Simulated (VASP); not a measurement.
# HgTe (P6/mmm) in VASP: relaxation of cell and atoms with PBE

Aim: the relaxation of cell and atoms of HgTe with PBE.

Program: VASP 6.6.1. These are calculated values, not measurements. Logs are shortened: lines on timing, memory, paths and dates and some standing lists are left out, and cuts for length are marked.

## 1. The cell of the first run

It takes space group P6/mmm (No. 191, hexagonal). Conventional cell: a = 7.324 Å, b = 7.324 Å, c = 4.412 Å, α = 90.00°, β = 90.00°, γ = 120.00°. Within 4.8 Å of Hg (site symmetry 6/mmm) lie 6 Te at 3.66 Å and 14 Hg at 4.41 to 4.77 Å. Within 4.0 Å of Hg (site symmetry -6m2) lie 6 Te at 3.06 Å. Te (site symmetry mmm) has 6 Hg at 3.06 to 3.66 Å and 4 Te at 3.66 Å within 4.0 Å.

## 2. Relaxation of cell and atoms, PBE

INCAR

```
SYSTEM = HgTe
ALGO = Normal
EDIFF = 1E-6
EDIFFG = -0.01
ENCUT = 600
GGA = PE
IBRION = 2
ISIF = 3
ISMEAR = 0
LASPH = .TRUE.
LCHARG = .FALSE.
LREAL = .FALSE.
LWAVE = .FALSE.
NELM = 100
NSW = 100
PREC = Accurate
SIGMA = 0.1
```

KPOINTS

```
k-points
0
G
  6 6 8
  0 0 0
```

POSCAR

```
HgTe
1.0
    7.3238630175      0.0000000000      0.0000000000
   -3.6619315087      6.3426514270      0.0000000000
    0.0000000000      0.0000000000      4.4118493095
Hg Te
3 3
Direct
    0.0000000000      0.0000000000      0.0000000000
    0.3333333333      0.6666666667      0.5000000000
    0.6666666667      0.3333333333      0.5000000000
    0.5000000000      0.0000000000      0.0000000000
    0.5000000000      0.5000000000      0.0000000000
    0.0000000000      0.5000000000      0.0000000000
```

Potentials or basis: VASP PAW PBE potentials, release 64 (Hg, Te).

Started as:

```sh
$ cat potpaw_PBE.64/Hg/POTCAR potpaw_PBE.64/Te/POTCAR > POTCAR
$ mpirun -np 1 vasp_std > vasp.out
```

OUTCAR:

```text
SYSTEM = HgTe
   EDIFF = 1E-6
   EDIFFG = -0.01
   ENCUT = 600
   GGA = PE
   IBRION = 2
   ISIF = 3
   ISMEAR = 0
   LASPH = .TRUE.
   LREAL = .FALSE.
   NELM = 100
   NSW = 100
   PREC = Accurate

 ion  position               nearest neighbor table
   1  0.000  0.000  0.000-   6 3.66   6 3.66   4 3.66   4 3.66   5 3.66   5 3.66
   2  0.333  0.667  0.500-   4 3.06   4 3.06   6 3.06   6 3.06   5 3.06   5 3.06
   3  0.667  0.333  0.500-   4 3.06   4 3.06   6 3.06   6 3.06   5 3.06   5 3.06
   4  0.500  0.000  0.000-   2 3.06   3 3.06   2 3.06   3 3.06   5 3.66   5 3.66   1 3.66   1 3.66
                             6 3.66   6 3.66
   5  0.500  0.500  0.000-   2 3.06   3 3.06   2 3.06   3 3.06   4 3.66   4 3.66   6 3.66   6 3.66
                             1 3.66   1 3.66
   6  0.000  0.500  0.000-   2 3.06   3 3.06   2 3.06   3 3.06   1 3.66   1 3.66   5 3.66   5 3.66
                             4 3.66   4 3.66

  LATTYP: Found a hexagonal cell.
 ALAT       =     7.3238630175
 C/A-ratio  =     0.6023937503

  Lattice vectors:

 A1 = (   7.3238630175,   0.0000000000,   0.0000000000)
 A2 = (  -3.6619315087,   6.3426514270,   0.0000000000)
 A3 = (   0.0000000000,   0.0000000000,   4.4118493095)

Analysis of symmetry for initial positions (statically):
=====================================================================
 Subroutine PRICEL returns:
 Original cell was already a primitive cell.

 Routine SETGRP: Setting up the symmetry group for a
 hexagonal supercell.

 Subroutine GETGRP returns: Found 24 space group operations
 (whereof 24 operations were pure point group operations)
 out of a pool of 24 trial point group operations.

The static configuration has the point symmetry D_6h.

Analysis of symmetry for dynamics (positions and initial velocities):
=====================================================================
 Subroutine PRICEL returns:
 Original cell was already a primitive cell.

 Routine SETGRP: Setting up the symmetry group for a
 hexagonal supercell.

 Subroutine GETGRP returns: Found 24 space group operations
 (whereof 24 operations were pure point group operations)
 out of a pool of 24 trial point group operations.

The dynamic configuration has the point symmetry D_6h.

 Subroutine INISYM returns: Found 24 space group operations
 (whereof 24 operations are pure point group operations),
 and found     1 'primitive' translations

----------------------------------------------------------------------------------------

                                     Primitive cell

  volume of cell :     204.9424

  direct lattice vectors                    reciprocal lattice vectors
     7.323863017  0.000000000  0.000000000     0.136539965  0.078831386  0.000000000
    -3.661931509  6.342651427  0.000000000     0.000000000  0.157662771  0.000000000
     0.000000000  0.000000000  4.411849309     0.000000000  0.000000000  0.226662320

  length of vectors
     7.323863017  7.323863017  4.411849309     0.157662771  0.157662771  0.226662320

  position of ions in fractional coordinates (direct lattice)
     0.000000000  0.000000000  0.000000000
     0.333333333  0.666666667  0.500000000
     0.666666667  0.333333333  0.500000000
     0.500000000  0.000000000  0.000000000
     0.500000000  0.500000000  0.000000000
     0.000000000  0.500000000  0.000000000

  ion indices of the primitive-cell ions
   primitive index   ion index
                 1           1
                 2           2
                 3           3
                 4           4
                 5           5
                 6           6

----------------------------------------------------------------------------------------

 KPOINTS: k-points

Automatic generation of k-mesh.
 Grid dimensions read from file:
 generate k-points for:    6    6    8

 Generating k-lattice:

  Cartesian coordinates                     Fractional coordinates (reciprocal lattice)
     0.022756661  0.013138564  0.000000000     0.166666667 -0.000000000  0.000000000
     0.000000000  0.026277129  0.000000000     0.000000000  0.166666667  0.000000000
     0.000000000  0.000000000  0.028332790     0.000000000  0.000000000  0.125000000

  Length of vectors
     0.026277129  0.026277129  0.028332790

  Shift w.r.t. Gamma in fractional coordinates (k-lattice)
     0.000000000  0.000000000  0.000000000

 Subroutine IBZKPT returns following result:
 ===========================================

 Found     35 irreducible k-points:

 Following reciprocal coordinates:
            Coordinates               Weight
  0.000000  0.000000  0.000000      1.000000
  0.166667  0.000000  0.000000      6.000000
  0.333333 -0.000000  0.000000      6.000000
  0.500000  0.000000  0.000000      3.000000
  0.166667  0.166667  0.000000      6.000000
  0.333333  0.166667  0.000000     12.000000
[... 16 lines left out ...]
  0.166667  0.000000  0.375000     12.000000
  0.333333 -0.000000  0.375000     12.000000
 [... further k-points ...]
   k-points           NKPTS =     35   k-points in BZ     NKDIM =     35   number of bands    NBANDS=     32
   number of dos      NEDOS =    301   number of ions     NIONS =      6
   total plane-waves  NPLWV = 129600
   dimension x,y,z NGX =    60 NGY =   60 NGZ =   36
   dimension x,y,z NGXF=   120 NGYF=  120 NGZF=   72
   ions per type =               3   3
   NGX,Y,Z   is equivalent  to a cutoff of  13.62, 13.62, 13.57 a.u.
   NGXF,Y,Z  is equivalent  to a cutoff of  27.24, 27.24, 27.13 a.u.
 SYSTEM =  HgTe
   PREC   = accura    normal or accurate (medium, high low for compatibility)
   ISTART =      0    job   : 0-new  1-cont  2-samecut
   ICHARG =      2    charge: 1-file 2-atom 10-const
   ISPIN  =      1    spin polarized calculation?
   LNONCOLLINEAR =      F non collinear calculations
   LSORBIT =      F    spin-orbit coupling
   LASPH  =      T    aspherical Exc in radial PAW
   ENCUT  =  600.0 eV  44.10 Ry    6.64 a.u.  14.63 14.63  8.81*2*pi/ulx,y,z
   NELM   =    100;   NELMIN=  2; NELMDL= -5     # of ELM steps
   EDIFF  = 0.1E-05   stopping-criterion for ELM
   LREAL  =      F    real-space projection
   EDIFFG = -.1E-01   stopping-criterion for IOM
   NSW    =    100    number of steps for IOM
   IBRION =      2    ionic relax: 0-MD 1-quasi-New 2-CG
   NFREE  =      1    steps in history (QN), initial steepest desc. (CG)
   ISIF   =      3    stress and relaxation
   ISYM   =      2    0-nonsym 1-usesym 2-fastsym
   POTIM  = 0.5000    time-step for ionic-motion
   TEBEG  =    0.0;   TEEND  =   0.0 temperature during run
   PSTRESS=    0.0 pullay stress
   NELECT =      54.0000    total number of electrons
   NUPDOWN=      -1.0000    fix difference up-down
   EMIN   =  10.00;   EMAX   =-10.00  energy-range for DOS
   EFERMI =   0.00;   METHOD = LEGACY
   ISMEAR =     0;   SIGMA  =   0.10  broadening in eV -4-tet -1-fermi 0-gaus
   EFERMI_NEDOS =   21; number of points for ismear=-14 and -15
   IALGO  =     38    algorithm
   IMIX   =      4    mixing-type and parameters
     AMIX     =   0.40;   BMIX     =  1.00
     AMIX_MAG =   1.60;   BMIX_MAG =  1.00
  volume/ion in A,a.u.               =      34.16       230.50
  Fermi-wavevector in a.u.,A,eV,Ry     =   1.049532  1.983327 14.987042  1.101517
  Thomas-Fermi vector in A             =   2.184498
   LORBIT       =      0    0 simple, 1 ext, 2 COOP (PROOUT), +10 PAW based schemes
   GGA     = PE    functional components
   LHFCALC =     F    Hartree Fock is set to
   AEXX    =    0.0000 exact exchange contribution
   IVDW    =     0    specifies the selected vdW correction
   LEPSILON=     F    determine dielectric tensor
   LRPA    =     F    only Hartree local field effects (RPA)
 conjugate gradient relaxation of ions
 non-spin polarized calculation
 Gauss-broadening in eV      SIGMA  =   0.10
  energy-cutoff  :      600.00
  volume of cell :      204.94
 maximum number of plane-waves:      6875
 NGX is ok and might be reduce to    60
   NGX = 29   NGY = 29   NGZ = 17

--------------------------------------- Ionic step        1  -------------------------------------------

 number of electron      54.0000000 magnetization

 Free energy of the ion-electron system (eV)
  ---------------------------------------------------
  ext. energy  EPLUGINS =         0.00000000
  ---------------------------------------------------
  free energy    TOTEN  =        -8.55937403 eV

  energy without entropy =       -8.52566297  energy(sigma->0) =       -8.54251850

------------------------ aborting loop because EDIFF is reached ----------------------------------------

  FORCE on cell =-STRESS in cart. coord.  units (eV):
  Direction    XX          YY          ZZ          XY          YZ          ZX
  --------------------------------------------------------------------------------------
  -------------------------------------------------------------------------------------
  Total        0.5276378      0.5276378     -0.5134468      0.0000000      0.0000000     -0.0000000
  in kB        4.1249130      4.1249130     -4.0139716      0.0000000      0.0000000     -0.0000000
  external PRESSURE =       1.4119514 kB  Pullay stress =       0.0000000 kB
[... 305 lines left out ...]
  energy  without entropy=       -8.5518861131  energy(sigma->0) =       -8.56524018

--------------------------------------- Ionic step        9  -------------------------------------------

 number of electron      53.9999999 magnetization

 Free energy of the ion-electron system (eV)
  ---------------------------------------------------
  ext. energy  EPLUGINS =         0.00000000
  ---------------------------------------------------
  free energy    TOTEN  =        -8.57864521 eV

  energy without entropy =       -8.55186943  energy(sigma->0) =       -8.56525732

 E-fermi :   2.6891     XC(G=0):  -8.8054

 val. band max:        2.6863522094   @ k =   0.3333   0.1667   0.3750
 cond. band min:       2.7167010307   @ k =   0.3333   0.3333   0.2500
 fundamental gap:      0.0303488213
 Fermi energy:         2.6890818128

 k-point     1 :       0.0000    0.0000    0.0000
  band No.  band energies     occupation
      1      -9.3125      2.00000
      2      -7.8990      2.00000
      3      -7.8990      2.00000
      4      -4.8976      2.00000
      5      -4.3055      2.00000
      6      -4.3055      2.00000
[... 829 lines left out ...]
     31       5.7729      0.00000
     32       6.5673      0.00000

 [... further k-points ...]
[... 5 lines left out ...]
  --------------------------------------------------------------------------------------
  -------------------------------------------------------------------------------------
  Total        0.0344405      0.0344405      0.0209834      0.0000000      0.0000000      0.0000000
  in kB        0.2668970      0.2668970      0.1626114      0.0000000      0.0000000      0.0000000
  external PRESSURE =       0.2321351 kB  Pullay stress =       0.0000000 kB
[... 21 lines left out ...]
  FREE ENERGIE OF THE ION-ELECTRON SYSTEM (eV)
  ---------------------------------------------------
  free  energy   TOTEN  =        -8.5786452136 eV

  energy  without entropy=       -8.5518694321  energy(sigma->0) =       -8.56525732

 reached required accuracy - stopping structural energy minimisation
```

Wall time 11 min (1 thread of Intel Xeon 6975P-C (Granite Rapids), shared host); peak memory 0.52 GiB.

What came out:

```
Free energy                            : -8.5786 eV
Relaxed volume                         : 34.46 Å³/atom
Relaxed cell                           : a = 7.457 Å, b = 7.457 Å, c = 4.294 Å, α = 90.00°, β = 90.00°, γ = 120.00°
Space group after relaxing (to 0.05 Å) : P6/mmm (No. 191)
Energy gained by relaxing              : 3.2 meV/atom
Ionic steps                            : 9
Pressure after relaxing                : 0.0 GPa
Band gap on the k mesh                 : zero (band 27 reaches 3.11 eV, above the bottom of band 28 at 2.41 eV)
```

The path:
| step | energy change (eV) | largest force (eV/Å) | pressure (GPa) | volume (Å³) |
| --- | --- | --- | --- | --- |
| 1 | 0.0000 | 0.0000 | 0.14 | 204.94 |
| 2 | -0.0061 | 0.0000 | 0.02 | 205.83 |
| 3 | -0.0156 | 0.0000 | -0.27 | 208.17 |
| 4 | -0.0162 | 0.0000 | -0.34 | 208.88 |
| 5 | -0.0191 | 0.0000 | -0.04 | 207.16 |
| 6 | -0.0191 | 0.0000 | -0.05 | 207.21 |
| 7 | -0.0192 | 0.0000 | -0.04 | 206.97 |
| 8 | -0.0192 | 0.0000 | 0.04 | 206.52 |
| 9 | -0.0193 | 0.0000 | 0.02 | 206.75 |

Final structure:
```cif
data_structure
_symmetry_space_group_name_H-M 'P 1'
_symmetry_Int_Tables_number 1
_cell_length_a 7.4567
_cell_length_b 7.4567
_cell_length_c 4.2935
_cell_angle_alpha 90.000
_cell_angle_beta 90.000
_cell_angle_gamma 120.000
_cell_volume 206.75
loop_
_atom_site_label
_atom_site_type_symbol
_atom_site_fract_x
_atom_site_fract_y
_atom_site_fract_z
_atom_site_occupancy
Hg1 Hg 0.00000 0.00000 0.00000 1
Hg2 Hg 0.33333 0.66667 0.50000 1
Hg3 Hg 0.66667 0.33333 0.50000 1
Te1 Te 0.50000 0.00000 0.00000 1
Te2 Te 0.50000 0.50000 0.00000 1
Te3 Te 0.00000 0.50000 0.00000 1
```

Levels at points of the mesh, in eV from the Fermi level:
```tsv
k point	band 23	band 24	band 25	band 26	band 27	band 28	band 29	band 30	band 31	band 32
(0.00, 0.00, 0.00)	-2.10	-1.54	0.15	0.20	0.20	0.22	0.22	2.62	3.66	3.70
(0.50, 0.00, 0.00)	-1.74	-1.51	-0.83	-0.43	0.22	0.32	0.45	1.64	3.15	3.90
(0.00, 0.00, 0.50)	-2.65	-2.18	-2.18	-1.78	0.42	0.99	0.99	2.65	2.83	2.83
(0.50, 0.00, 0.50)	-2.70	-1.69	-1.42	-0.65	-0.62	0.16	0.93	1.18	2.45	3.79
```

Caveat: spin-orbit coupling is left out, which moves the levels of the heavy elements.
